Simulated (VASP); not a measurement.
# Li7Bi (P1) in VASP: single point with PBE

Aim: the single point of Li7Bi with PBE.

Program: VASP 6.6.1. These are calculated values, not measurements. Logs are shortened: lines on timing, memory, paths and dates and some standing lists are left out, and cuts for length are marked.

### Step 1. The cell of the first run

The typed cell holds 8 atoms: a = 6.114 Å, b = 6.068 Å, c = 6.111 Å, α = 60.11°, β = 59.69°, γ = 59.87°.

### Step 2. Single point, PBE

INCAR

```
ALGO = Fast ; EDIFF = 1E-7
ENCUT = 520 ; GGA = PE
ISIF = 2 ; ISMEAR = 0
LASPH = True ; LCHARG = False
LREAL = False ; LWAVE = False
NBANDS = 28 ; NELM = 100
PREC = Accurate ; SIGMA = 0.2
```

KPOINTS

```
k-points
0
Gamma
  4 4 4
```

POSCAR

```
Li7Bi
1.0
    0.0057484776      4.3369639913      4.3100128719
    4.2825492959      0.0164419069      4.2992939870
    4.2993249257      4.3429321548     -0.0001823626
Li Bi
7 1
Direct
    0.4987541606      1.0046494937      0.0008176395
    0.9953574118      0.5013591145      0.5047613884
    1.0087051632      0.5056606583     -0.0076248536
    0.4931118779     -0.0073715552      0.5074227326
    1.0064121637     -0.0060267921      0.5062039783
    0.4943980639      0.5048884934     -0.0068173065
    0.5127201445      0.4886899791      0.4823662128
    0.9905410142      0.0081506083      0.0128702084
```

Potentials or basis: VASP PAW PBE potentials, release 64 (Li_sv, Bi_d).

Run with:

```
> cat potpaw_PBE.64/Li_sv/POTCAR potpaw_PBE.64/Bi_d/POTCAR > POTCAR
> mpirun -np 1 vasp_std > vasp.out
```

OUTCAR:

```text
EDIFF = 1E-7
   ENCUT = 520
   GGA = PE
   ISIF = 2
   ISMEAR = 0
   LASPH = True
   LREAL = False
   NELM = 100
   PREC = Accurate

 ion  position               nearest neighbor table
   1  0.499  0.005  0.001-   8 3.06   8 3.06
   2  0.995  0.501  0.505-   8 3.05   8 3.05
   3  0.009  0.506  0.992-   8 3.01   8 3.06
   4  0.493  0.993  0.507-   8 3.02   8 3.07
   5  0.006  0.994  0.506-   8 3.02   8 3.09
   6  0.494  0.505  0.993-   8 3.02   8 3.06
   7  0.513  0.489  0.482-
   8  0.991  0.008  0.013-   3 3.01   4 3.02   6 3.02   5 3.02   2 3.05   2 3.05   1 3.06   3 3.06
                             1 3.06   6 3.06   4 3.07   5 3.09

  LATTYP: Found a triclinic cell.
 ALAT       =     6.0995324548
 B/A-ratio  =     1.4115020648
 C/A-ratio  =     1.0018925922
 COS(alpha) =     0.0000663825
 COS(beta)  =     0.5060418231
 COS(gamma) =     0.7040257334

  Lattice vectors:

 A1 = (  -0.0167756298,  -4.3264902479,   4.2994763496)
 A2 = (  -0.0110271522,   0.0104737434,   8.6094892215)
 A3 = (  -4.2993249257,  -4.3429321548,   0.0001823626)

Analysis of symmetry for initial positions (statically):
=====================================================================
 Subroutine PRICEL returns:
 Original cell was already a primitive cell.

 Routine SETGRP: Setting up the symmetry group for a
 triclinic supercell.

 Subroutine GETGRP returns: Found  1 space group operations
 (whereof  1 operations were pure point group operations)
 out of a pool of  2 trial point group operations.

The static configuration has the point symmetry C_1 .

Analysis of symmetry for dynamics (positions and initial velocities):
=====================================================================
 Subroutine PRICEL returns:
 Original cell was already a primitive cell.

 Routine SETGRP: Setting up the symmetry group for a
 triclinic supercell.

 Subroutine GETGRP returns: Found  1 space group operations
 (whereof  1 operations were pure point group operations)
 out of a pool of  2 trial point group operations.

The dynamic configuration has the point symmetry C_1 .

 Subroutine INISYM returns: Found  1 space group operations
 (whereof  1 operations are pure point group operations),
 and found     1 'primitive' translations

----------------------------------------------------------------------------------------

                                     Primitive cell

  volume of cell :     159.9173

  direct lattice vectors                    reciprocal lattice vectors
     0.005748478  4.336963991  4.310012872    -0.116757541  0.115590048  0.115860745
     4.282549296  0.016441907  4.299293987     0.117053565 -0.115873345  0.116441797
     4.299324926  4.342932155 -0.000182363     0.116153937  0.115266664 -0.116142363

  length of vectors
     6.114368378  6.068313406  6.111076382     0.201040033  0.201709844  0.200666862

  position of ions in fractional coordinates (direct lattice)
     0.498754161  0.004649494  0.000817639
     0.995357412  0.501359114  0.504761388
     0.008705163  0.505660658  0.992375146
     0.493111878  0.992628445  0.507422733
     0.006412164  0.993973208  0.506203978
     0.494398064  0.504888493  0.993182694
     0.512720145  0.488689979  0.482366213
     0.990541014  0.008150608  0.012870208

  ion indices of the primitive-cell ions
   primitive index   ion index
                 1           1
                 2           2
                 3           3
                 4           4
                 5           5
                 6           6
                 7           7
                 8           8

----------------------------------------------------------------------------------------

 KPOINTS: k-points

Automatic generation of k-mesh.
 Grid dimensions read from file:
 generate k-points for:    4    4    4

 Generating k-lattice:

  Cartesian coordinates                     Fractional coordinates (reciprocal lattice)
    -0.029189385  0.028897512  0.028965186     0.250000000  0.000000000  0.000000000
     0.029263391 -0.028968336  0.029110449     0.000000000  0.250000000 -0.000000000
     0.029038484  0.028816666 -0.029035591    -0.000000000 -0.000000000  0.250000000

  Length of vectors
     0.050260008  0.050427461  0.050166716

  Shift w.r.t. Gamma in fractional coordinates (k-lattice)
     0.000000000  0.000000000  0.000000000

 Subroutine IBZKPT returns following result:
 ===========================================

 Found     36 irreducible k-points:

 Following reciprocal coordinates:
            Coordinates               Weight
  0.000000  0.000000  0.000000      1.000000
  0.250000  0.000000  0.000000      2.000000
  0.500000  0.000000  0.000000      1.000000
  0.000000  0.250000 -0.000000      2.000000
  0.250000  0.250000  0.000000      2.000000
  0.500000  0.250000  0.000000      2.000000
[... 16 lines left out ...]
 -0.000000 -0.250000  0.250000      2.000000
  0.250000 -0.250000  0.250000      2.000000
 [... further k-points ...]
   k-points           NKPTS =     36   k-points in BZ     NKDIM =     36   number of bands    NBANDS=     28
   number of dos      NEDOS =    301   number of ions     NIONS =      8
   total plane-waves  NPLWV = 110592
   dimension x,y,z NGX =    48 NGY =   48 NGZ =   48
   dimension x,y,z NGXF=    96 NGYF=   96 NGZF=   96
   ions per type =               7   1
   NGX,Y,Z   is equivalent  to a cutoff of  13.05, 13.15, 13.06 a.u.
   NGXF,Y,Z  is equivalent  to a cutoff of  26.10, 26.30, 26.12 a.u.
 SYSTEM =  unknown system
   PREC   = accura    normal or accurate (medium, high low for compatibility)
   ISTART =      0    job   : 0-new  1-cont  2-samecut
   ICHARG =      2    charge: 1-file 2-atom 10-const
   ISPIN  =      1    spin polarized calculation?
   LNONCOLLINEAR =      F non collinear calculations
   LSORBIT =      F    spin-orbit coupling
   LASPH  =      T    aspherical Exc in radial PAW
   ENCUT  =  520.0 eV  38.22 Ry    6.18 a.u.  11.37 11.28 11.36*2*pi/ulx,y,z
   NELM   =    100;   NELMIN=  2; NELMDL= -5     # of ELM steps
   EDIFF  = 0.1E-06   stopping-criterion for ELM
   LREAL  =      F    real-space projection
   EDIFFG = 0.1E-05   stopping-criterion for IOM
   NSW    =      0    number of steps for IOM
   IBRION =     -1    ionic relax: 0-MD 1-quasi-New 2-CG
   NFREE  =      0    steps in history (QN), initial steepest desc. (CG)
   ISIF   =      2    stress and relaxation
   ISYM   =      2    0-nonsym 1-usesym 2-fastsym
   POTIM  = 0.5000    time-step for ionic-motion
   TEBEG  =    0.0;   TEEND  =   0.0 temperature during run
   PSTRESS=    0.0 pullay stress
   NELECT =      36.0000    total number of electrons
   NUPDOWN=      -1.0000    fix difference up-down
   EMIN   =  10.00;   EMAX   =-10.00  energy-range for DOS
   EFERMI =   0.00;   METHOD = LEGACY
   ISMEAR =     0;   SIGMA  =   0.20  broadening in eV -4-tet -1-fermi 0-gaus
   EFERMI_NEDOS =   21; number of points for ismear=-14 and -15
   IALGO  =     68    algorithm
   IMIX   =      4    mixing-type and parameters
     AMIX     =   0.40;   BMIX     =  1.00
     AMIX_MAG =   1.60;   BMIX_MAG =  1.00
  volume/ion in A,a.u.               =      19.99       134.90
  Fermi-wavevector in a.u.,A,eV,Ry     =   0.995888  1.881956 13.494165  0.991793
  Thomas-Fermi vector in A             =   2.127939
   LORBIT       =      0    0 simple, 1 ext, 2 COOP (PROOUT), +10 PAW based schemes
   GGA     = PE    functional components
   LHFCALC =     F    Hartree Fock is set to
   AEXX    =    0.0000 exact exchange contribution
   IVDW    =     0    specifies the selected vdW correction
   LEPSILON=     F    determine dielectric tensor
   LRPA    =     F    only Hartree local field effects (RPA)
 non-spin polarized calculation
 RMM-DIIS sequential band-by-band and
 Gauss-broadening in eV      SIGMA  =   0.20
  energy-cutoff  :      520.00
  volume of cell :      159.92
 maximum number of plane-waves:      4330
 NGX is ok and might be reduce to    48
   NGX = 23   NGY = 23   NGZ = 23

 number of electron      36.0000010 magnetization

 Free energy of the ion-electron system (eV)
  ---------------------------------------------------
  ext. energy  EPLUGINS =         0.00000000
  ---------------------------------------------------
  free energy    TOTEN  =       -18.61695925 eV

  energy without entropy =      -18.52949249  energy(sigma->0) =      -18.57322587

 E-fermi :   2.4274     XC(G=0):  -7.8296

 val. band max:        2.4053877263   @ k =   0.2500   0.2500   0.5000
 cond. band min:       2.4466857000   @ k =  -0.0000  -0.2500   0.2500
 fundamental gap:      0.0412979737
 Fermi energy:         2.4273636616

 k-point     1 :       0.0000    0.0000    0.0000
  band No.  band energies     occupation
      1     -44.5747      2.00000
      2     -44.2471      2.00000
      3     -44.2359      2.00000
      4     -44.2335      2.00000
      5     -44.2332      2.00000
      6     -44.2287      2.00000
[... 20 lines left out ...]
     27       6.5147      0.00000
     28       9.4523      0.00000

 k-point     2 :       0.2500    0.0000    0.0000
  band No.  band energies     occupation
      1     -44.5747      2.00000
      2     -44.2453      2.00000
      3     -44.2366      2.00000
      4     -44.2338      2.00000
      5     -44.2324      2.00000
      6     -44.2296      2.00000
[... 20 lines left out ...]
     27       7.1474      0.00000
     28       7.7362      0.00000

 k-point     3 :       0.5000    0.0000    0.0000
  band No.  band energies     occupation
      1     -44.5746      2.00000
      2     -44.2416      2.00000
      3     -44.2401      2.00000
      4     -44.2327      2.00000
      5     -44.2313      2.00000
      6     -44.2302      2.00000
[... 616 lines left out ...]
      3     -44.2381      2.00000
      4     -44.2333      2.00000
      5     -44.2324      2.00000
      6     -44.2306      2.00000
[... 20 lines left out ...]
     27       7.8322      0.00000
     28       8.2961      0.00000

 k-point    24 :       0.2500   -0.2500    0.2500
  band No.  band energies     occupation
      1     -44.5746      2.00000
      2     -44.2411      2.00000
      3     -44.2384      2.00000
      4     -44.2347      2.00000
      5     -44.2322      2.00000
      6     -44.2314      2.00000
[... 20 lines left out ...]
     27       7.8228      0.00000
     28       8.1194      0.00000

 [... further k-points ...]

------------------------ aborting loop because EDIFF is reached ----------------------------------------

  FORCE on cell =-STRESS in cart. coord.  units (eV):
  Direction    XX          YY          ZZ          XY          YZ          ZX
  --------------------------------------------------------------------------------------
  -------------------------------------------------------------------------------------
  Total       -0.0615205      0.0731367      0.0708156     -0.0550617     -0.0265406      0.0305559
  in kB       -0.6163614      0.7327410      0.7094870     -0.5516516     -0.2659045      0.3061329
  external PRESSURE =       0.2752889 kB  Pullay stress =       0.0000000 kB

 VOLUME and BASIS-vectors are now :
 -----------------------------------------------------------------------------
  energy-cutoff  :      520.00
  volume of cell :      159.92
      direct lattice vectors                 reciprocal lattice vectors
     0.005748478  4.336963991  4.310012872    -0.116757541  0.115590048  0.115860745
     4.282549296  0.016441907  4.299293987     0.117053565 -0.115873345  0.116441797
     4.299324926  4.342932155 -0.000182363     0.116153937  0.115266664 -0.116142363

 POSITION                                       TOTAL-FORCE (eV/Angst)
 -----------------------------------------------------------------------------------
      0.02629      2.16671      2.16963        -0.000848     -0.004046     -0.002268
      4.32295      6.51722      6.44540        -0.000166      0.000770      0.001730
      6.43211      4.35589      2.21132        -0.000117     -0.000348      0.003714
      6.43539      4.35863      6.39283        -0.000268      0.002073     -0.003881
      6.43311      2.24256      4.30093         0.004320      0.003530     -0.002844
      6.43507      6.46581      4.30134        -0.002386     -0.008067      0.001088
      4.16964      4.32657      4.31076        -0.018295      0.001887      0.000927
      0.09593      4.35197      4.30428         0.017759      0.004200      0.001534
 -----------------------------------------------------------------------------------
    total drift:                                0.000624      0.000322      0.000401

  FREE ENERGIE OF THE ION-ELECTRON SYSTEM (eV)
  ---------------------------------------------------
  free  energy   TOTEN  =       -18.6169592513 eV

  energy  without entropy=      -18.5294924888  energy(sigma->0) =      -18.57322587
```

It took 23 min on 1 thread of Intel Xeon 8259CL, shared host; peak memory 0.4 GiB.

What came out:

* Free energy: -18.6170 eV
* Largest force: 0.018 eV/Å
* Band gap on the k mesh: zero (bands 18 and 19 overlap by 0.44 eV)

Forces on the atoms (eV/Å):
```
Li  -0.001 -0.004 -0.002
Li   0.000  0.001  0.002
Li   0.000  0.000  0.004
Li   0.000  0.002 -0.004
Li   0.004  0.004 -0.003
Li  -0.002 -0.008  0.001
Li  -0.018  0.002  0.001
Bi   0.018  0.004  0.002
```

Caveat: the cutoff is under 1.25 times the usual one of these potentials, so pressure, stress and relaxed cells hold a basis-set (Pulay) error; spin-orbit coupling is left out, which moves the levels of the heavy elements.

The gap in the log of VASP goes by the Fermi energy; the results here count the filled bands.